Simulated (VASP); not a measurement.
# MoS (Pm-3m) in VASP: relaxation of cell and atoms with r2SCAN+U

Aim: the relaxation of cell and atoms of MoS with r2SCAN+U.

All numbers are computed with VASP 6.6.1; they aren't measurements. Logs are shortened: lines on timing, memory, paths and dates and some standing lists are left out, and cuts for length are marked.

## 1. The cell of the first run

Symmetry: Pm-3m, No. 221, cubic system. Conventional cell: a = 3.127 Å, b = 3.127 Å, c = 3.127 Å, α = 90.00°, β = 90.00°, γ = 90.00°. Within 3.6 Å of Mo (site symmetry m-3m) lie 8 S at 2.71 Å and 6 Mo at 3.13 Å. S (site symmetry m-3m) has 8 Mo at 2.71 Å and 6 S at 3.13 Å within 3.6 Å.

## 2. Relaxation of cell and atoms, r2SCAN+U, collinear spin

POSCAR reads:

```
MoS
1.0
    3.1272128673      0.0000000000      0.0000000000
    0.0000000000      3.1272128673      0.0000000000
    0.0000000000      0.0000000000      3.1272128673
Mo S
1 1
Direct
    0.0000000000      0.0000000000      0.0000000000
    0.5000000000      0.5000000000      0.5000000000
```

INCAR.step1 reads:

```
SYSTEM = MoS
PREC = Accurate
ENCUT = 600
ISMEAR = 0
SIGMA = 0.1
LREAL = .FALSE.
LASPH = .TRUE.
NELM = 150
ISPIN = 2
MAGMOM = 2.08 -0.33
LMAXMIX = 4
LDAU = .TRUE.
LDAUTYPE = 2
LDAUL = 2 -1
LDAUU = 4.38 0
LDAUJ = 0 0
GGA = PE
ALGO = Normal
EDIFF = 1E-4
LWAVE = .TRUE.
LCHARG = .FALSE.
KPAR = 4
```

INCAR.step2 reads:

```
SYSTEM = MoS
PREC = Accurate
ENCUT = 600
EDIFF = 1E-7
ISMEAR = 0
SIGMA = 0.1
LREAL = .FALSE.
LASPH = .TRUE.
NELM = 150
ALGO = Normal
ISIF = 3
LWAVE = .FALSE.
LCHARG = .FALSE.
ISPIN = 2
MAGMOM = 2.08 -0.33
LORBIT = 11
LMAXMIX = 4
LDAU = .TRUE.
LDAUTYPE = 2
LDAUL = 2 -1
LDAUU = 4.38 0
LDAUJ = 0 0
LDAUPRINT = 1
METAGGA = R2SCAN
LMIXTAU = .TRUE.
IBRION = 2
NSW = 100
EDIFFG = -0.01
ISTART = 1
KPAR = 4
```

KPOINTS reads:

```
regular mesh
0
G
  14 14 14
  0 0 0
```

Potentials or basis: VASP PAW PBE potentials, release 64 (Mo_sv, S).

Launch:

```bash
> cat potpaw_PBE.64/Mo_sv/POTCAR potpaw_PBE.64/S/POTCAR > POTCAR
> cp INCAR.step1 INCAR
> mpirun -np 4 vasp_std > vasp.out
> cp INCAR.step2 INCAR
> mpirun -np 4 vasp_std > vasp.out
```

OUTCAR:

```text
SYSTEM = MoS
   PREC = Accurate
   ENCUT = 600
   EDIFF = 1E-7
   ISMEAR = 0
   LREAL = .FALSE.
   LASPH = .TRUE.
   NELM = 150
   ISIF = 3
   ISPIN = 2
   LORBIT = 11
   METAGGA = R2SCAN
   IBRION = 2
   NSW = 100
   EDIFFG = -0.01
   ISTART = 1

 ion  position               nearest neighbor table
   1  0.000  0.000  0.000-   2 2.71   2 2.71   2 2.71   2 2.71   2 2.71   2 2.71   2 2.71   2 2.71

   2  0.500  0.500  0.500-   1 2.71   1 2.71   1 2.71   1 2.71   1 2.71   1 2.71   1 2.71   1 2.71

  LATTYP: Found a simple cubic cell.
 ALAT       =     3.1272128673

  Lattice vectors:

 A1 = (   3.1272128673,   0.0000000000,   0.0000000000)
 A2 = (   0.0000000000,   3.1272128673,   0.0000000000)
 A3 = (   0.0000000000,   0.0000000000,   3.1272128673)

Analysis of symmetry for initial positions (statically):
=====================================================================
 Subroutine PRICEL returns:
 Original cell was already a primitive cell.

 Routine SETGRP: Setting up the symmetry group for a
 simple cubic supercell.

 Subroutine GETGRP returns: Found 48 space group operations
 (whereof 48 operations were pure point group operations)
 out of a pool of 48 trial point group operations.

The static configuration has the point symmetry O_h .

Analysis of symmetry for dynamics (positions and initial velocities):
=====================================================================
 Subroutine PRICEL returns:
 Original cell was already a primitive cell.

 Routine SETGRP: Setting up the symmetry group for a
 simple cubic supercell.

 Subroutine GETGRP returns: Found 48 space group operations
 (whereof 48 operations were pure point group operations)
 out of a pool of 48 trial point group operations.

The dynamic configuration has the point symmetry O_h .

Analysis of structural, dynamic, and magnetic symmetry:
=====================================================================
 Subroutine PRICEL returns:
 Original cell was already a primitive cell.

 Routine SETGRP: Setting up the symmetry group for a
 simple cubic supercell.

 Subroutine GETGRP returns: Found 48 space group operations
 (whereof 48 operations were pure point group operations)
 out of a pool of 48 trial point group operations.

The overall configuration has the point symmetry O_h .

 Subroutine INISYM returns: Found 48 space group operations
 (whereof 48 operations are pure point group operations),
 and found     1 'primitive' translations

----------------------------------------------------------------------------------------

                                     Primitive cell

  volume of cell :      30.5825

  direct lattice vectors                    reciprocal lattice vectors
     3.127212867  0.000000000  0.000000000     0.319773563  0.000000000  0.000000000
     0.000000000  3.127212867  0.000000000     0.000000000  0.319773563  0.000000000
     0.000000000  0.000000000  3.127212867     0.000000000  0.000000000  0.319773563

  length of vectors
     3.127212867  3.127212867  3.127212867     0.319773563  0.319773563  0.319773563

  position of ions in fractional coordinates (direct lattice)
     0.000000000  0.000000000  0.000000000
     0.500000000  0.500000000  0.500000000

  ion indices of the primitive-cell ions
   primitive index   ion index
                 1           1
                 2           2

----------------------------------------------------------------------------------------

 KPOINTS: regular mesh

Automatic generation of k-mesh.
 Grid dimensions read from file:
 generate k-points for:   14   14   14
[... 67 lines left out ...]
   NSW    =    100    number of steps for IOM
   IBRION =      2    ionic relax: 0-MD 1-quasi-New 2-CG
   NFREE  =      1    steps in history (QN), initial steepest desc. (CG)
   ISIF   =      3    stress and relaxation
   ISYM   =      2    0-nonsym 1-usesym 2-fastsym
   POTIM  = 0.5000    time-step for ionic-motion
   TEBEG  =    0.0;   TEEND  =   0.0 temperature during run
   PSTRESS=    0.0 pullay stress
   NELECT =      20.0000    total number of electrons
   NUPDOWN=      -1.0000    fix difference up-down
   EMIN   =  10.00;   EMAX   =-10.00  energy-range for DOS
   EFERMI =   0.00;   METHOD = LEGACY
   ISMEAR =     0;   SIGMA  =   0.10  broadening in eV -4-tet -1-fermi 0-gaus
   EFERMI_NEDOS =   21; number of points for ismear=-14 and -15
   IALGO  =     38    algorithm
   IMIX   =      4    mixing-type and parameters
     AMIX     =   0.40;   BMIX     =  1.00
     AMIX_MAG =   1.60;   BMIX_MAG =  1.00
  volume/ion in A,a.u.               =      15.29       103.19
  Fermi-wavevector in a.u.,A,eV,Ry     =   1.421000  2.685300 27.473438  2.019241
  Thomas-Fermi vector in A             =   2.541856
   LORBIT       =     11    0 simple, 1 ext, 2 COOP (PROOUT), +10 PAW based schemes
 LDA+U is selected, type is set to LDAUTYPE =  2
   angular momentum for each species LDAUL =     2   -1
   U (eV)           for each species LDAUU =   4.4  0.0
   J (eV)           for each species LDAUJ =   0.0  0.0
   METAGGA = R2SCAN    functional components
   LHFCALC =     F    Hartree Fock is set to
   AEXX    =    0.0000 exact exchange contribution
   IVDW    =     0    specifies the selected vdW correction
   LEPSILON=     F    determine dielectric tensor
   LRPA    =     F    only Hartree local field effects (RPA)
 conjugate gradient relaxation of ions
 spin polarized calculation
 Gauss-broadening in eV      SIGMA  =   0.10
  energy-cutoff  :      600.00
  volume of cell :       30.58
 maximum number of plane-waves:      1064
 NGX is ok and might be reduce to    28
   NGX = 13   NGY = 13   NGZ = 13

--------------------------------------- Ionic step        1  -------------------------------------------

 number of electron      20.0000002 magnetization       1.8850436

 Free energy of the ion-electron system (eV)
  ---------------------------------------------------
  ext. energy  EPLUGINS =         0.00000000
  ---------------------------------------------------
  free energy    TOTEN  =       -29.69711455 eV

  energy without entropy =      -29.69495789  energy(sigma->0) =      -29.69603622

------------------------ aborting loop because EDIFF is reached ----------------------------------------

  FORCE on cell =-STRESS in cart. coord.  units (eV):
  Direction    XX          YY          ZZ          XY          YZ          ZX
  --------------------------------------------------------------------------------------
  -------------------------------------------------------------------------------------
  Total       -0.1108360     -0.1108360     -0.1108360      0.0000000     -0.0000000      0.0000000
  in kB       -5.8065612     -5.8065612     -5.8065612      0.0000000     -0.0000000      0.0000000
  external PRESSURE =      -5.8065612 kB  Pullay stress =       0.0000000 kB
[... 53 lines left out ...]
  FREE ENERGIE OF THE ION-ELECTRON SYSTEM (eV)
  ---------------------------------------------------
  free  energy   TOTEN  =       -29.6970956414 eV

  energy  without entropy=      -29.6950271068  energy(sigma->0) =      -29.69606137

atom =   1  type =  1  l = 2

 onsite density matrix

spin component  1

  0.6677  0.0000 -0.0000 -0.0000  0.0000
  0.0000  0.6677 -0.0000  0.0000  0.0000
 -0.0000 -0.0000  0.4457  0.0000  0.0000
 -0.0000  0.0000  0.0000  0.6677 -0.0000
  0.0000  0.0000  0.0000 -0.0000  0.4457

spin component  2

  0.0890 -0.0000 -0.0000  0.0000 -0.0000
 -0.0000  0.0890  0.0000 -0.0000  0.0000
 -0.0000  0.0000  0.3723  0.0000  0.0000
  0.0000 -0.0000  0.0000  0.0890 -0.0000
 -0.0000  0.0000  0.0000 -0.0000  0.3723

 occupancies and eigenvectors

  o =  0.0890  v =  0.0000  0.0000  0.0000  0.0000  0.0000  0.9988  0.0320  0.0000 -0.0358  0.0000      0.0000  0.0000  0.0000  0.0000  0.0000  0.0000  0.0000  0.0000  0.0000  0.0000
  o =  0.0890  v =  0.0000  0.0000  0.0000  0.0000  0.0000 -0.0347  0.9965 -0.0000 -0.0756 -0.0000      0.0000  0.0000  0.0000  0.0000  0.0000  0.0000  0.0000  0.0000  0.0000  0.0000
  o =  0.0890  v =  0.0000  0.0000  0.0000  0.0000  0.0000 -0.0333 -0.0768  0.0000 -0.9965  0.0000      0.0000  0.0000  0.0000  0.0000  0.0000  0.0000  0.0000  0.0000  0.0000  0.0000
  o =  0.3723  v =  0.0000  0.0000  0.0000  0.0000  0.0000  0.0000 -0.0000 -0.9999 -0.0000 -0.0120      0.0000  0.0000  0.0000  0.0000  0.0000  0.0000  0.0000  0.0000  0.0000  0.0000
  o =  0.3723  v =  0.0000  0.0000  0.0000  0.0000  0.0000 -0.0000  0.0000 -0.0120  0.0000  0.9999      0.0000  0.0000  0.0000  0.0000  0.0000  0.0000  0.0000  0.0000  0.0000  0.0000
  o =  0.4457  v =  0.0000  0.0000  0.9762 -0.0000 -0.2167  0.0000  0.0000  0.0000  0.0000  0.0000      0.0000  0.0000  0.0000  0.0000  0.0000  0.0000  0.0000  0.0000  0.0000  0.0000
  o =  0.4457  v =  0.0000  0.0000  0.2167  0.0000  0.9762  0.0000  0.0000  0.0000  0.0000  0.0000      0.0000  0.0000  0.0000  0.0000  0.0000  0.0000  0.0000  0.0000  0.0000  0.0000
  o =  0.6677  v =  1.0000  0.0000  0.0000  0.0000  0.0000  0.0000  0.0000  0.0000  0.0000  0.0000      0.0000  0.0000  0.0000  0.0000  0.0000  0.0000  0.0000  0.0000  0.0000  0.0000
  o =  0.6677  v =  0.0000  0.5636  0.0000  0.8261 -0.0000  0.0000  0.0000  0.0000  0.0000  0.0000      0.0000  0.0000  0.0000  0.0000  0.0000  0.0000  0.0000  0.0000  0.0000  0.0000
  o =  0.6677  v =  0.0000  0.8261 -0.0000 -0.5636  0.0000  0.0000  0.0000  0.0000  0.0000  0.0000      0.0000  0.0000  0.0000  0.0000  0.0000  0.0000  0.0000  0.0000  0.0000  0.0000

--------------------------------------- Ionic step        3  -------------------------------------------

 number of electron      20.0000001 magnetization       1.8810670

 Free energy of the ion-electron system (eV)
  ---------------------------------------------------
  ext. energy  EPLUGINS =         0.00000000
  ---------------------------------------------------
  free energy    TOTEN  =       -29.69733446 eV

  energy without entropy =      -29.69522709  energy(sigma->0) =      -29.69628078

 E-fermi :  11.4291     XC(G=0): -13.2356

 val. band max:       11.4236257304   @ k =   0.3571   0.2143   0.0000
 cond. band min:      11.4849955081   @ k =   0.5000   0.4286   0.0714
 fundamental gap:      0.0613697777
 Fermi energy:        11.4290715169

 spin component 1

 k-point     1 :       0.0000    0.0000    0.0000
  band No.  band energies     occupation
      1     -52.7405      1.00000
      2     -26.0805      1.00000
      3     -26.0805      1.00000
      4     -26.0805      1.00000
      5      -5.3069      1.00000
      6       7.4096      1.00000
      7       7.4096      1.00000
      8       8.8995      1.00000
      9       8.8995      1.00000
     10       8.8995      1.00000
     11      10.0799      1.00000
     12      10.0799      1.00000
[... 882 lines left out ...]
  FREE ENERGIE OF THE ION-ELECTRON SYSTEM (eV)
  ---------------------------------------------------
  free  energy   TOTEN  =       -29.6973344571 eV

  energy  without entropy=      -29.6952270942  energy(sigma->0) =      -29.69628078

 reached required accuracy - stopping structural energy minimisation

 total charge

# of ion       s       p       d       tot
------------------------------------------
    1        2.215   6.116   3.864  12.195
    2        1.356   2.326   0.000   3.683
--------------------------------------------------
tot          3.572   8.442   3.864  15.878

 magnetization (x)

# of ion       s       p       d       tot
------------------------------------------
    1        0.035   0.032   1.870   1.937
    2        0.027  -0.248   0.000  -0.221
--------------------------------------------------
tot          0.062  -0.216   1.870   1.716
```

Wall time 11 min (4 MPI ranks of Oxide Virtual Turin-like, shared host); peak memory 0.25 GiB.

What came out:

```yaml
Free_energy: -29.6973 eV
Relaxed_volume: 15.23 Å³/atom
Relaxed_cell: a = 3.123 Å, b = 3.123 Å, c = 3.123 Å, α = 90.00°, β = 90.00°, γ = 90.00°
Space_group_after_relaxing_to_0.1_Å: Pm-3m (No. 221)
Energy_gained_by_relaxing: 0.1 meV/atom
Ionic_steps: 3
Pressure_after_relaxing: 0.0 GPa
Net_moment: 1.88 μB per cell
Site_moments: Mo +1.94; S -0.22 μB
Valence_electrons_inside_the_program's_atomic_spheres: Mo 12.20; S 3.68
```

The path:
```
step  energy change (eV)  largest force (eV/Å)  pressure (GPa)  volume (Å³)
   1              0.0000                0.0000           -0.58        30.58
   2              0.0000                0.0000            0.62        30.34
   3             -0.0002                0.0000            0.01        30.46
```

Final structure:
```
Mo S
1.0
     3.12309    0.00000    0.00000
     0.00000    3.12309    0.00000
     0.00000    0.00000    3.12309
Mo S
1 1
Cartesian
  0.0000 0.0000 0.0000
  1.5615 1.5615 1.5615
```

Levels at points of the mesh, in eV from the Fermi level:
Spin up:
```csv
k point,band 8,band 9,band 10,band 11,band 12,band 13,band 14,band 15
"(0.00, 0.00, 0.00)",-2.53,-2.53,-2.53,-1.35,-1.35,-1.35,3.00,9.45
"(0.50, 0.00, 0.00)",-4.99,-3.08,-1.01,1.47,2.51,2.51,5.49,5.81
"(0.50, 0.50, 0.00)",-3.63,-2.80,-2.80,-1.40,-1.29,1.86,4.71,10.70
"(0.50, 0.50, 0.50)",-8.40,1.97,1.97,2.85,2.85,2.85,2.86,2.86
```
Spin down:
```
           k point  band 6  band 7  band 8  band 9  band 10  band 11  band 12  band 13
(0.00, 0.00, 0.00)   -3.13   -3.13   -2.69   -2.69    -2.69     3.57     3.57     3.57
(0.50, 0.00, 0.00)   -8.81   -3.33   -3.33   -2.04     2.60     4.16     5.46     5.53
(0.50, 0.50, 0.00)   -6.53   -6.53   -2.70   -1.55     1.54     1.54     2.38     3.26
(0.50, 0.50, 0.50)   -7.17   -7.17   -7.17    3.30     3.30     3.30     3.36     3.36
```

Eigenvalues of the final occupation matrices:
```
    site  spin  trace               eigenvalues
site 1 d     1   2.89  0.45 0.45 0.67 0.67 0.67
site 1 d     2   1.01  0.09 0.09 0.09 0.37 0.37
```

Caveat: the PAW data sets were made with another functional, which shifts forces and pressure a little.
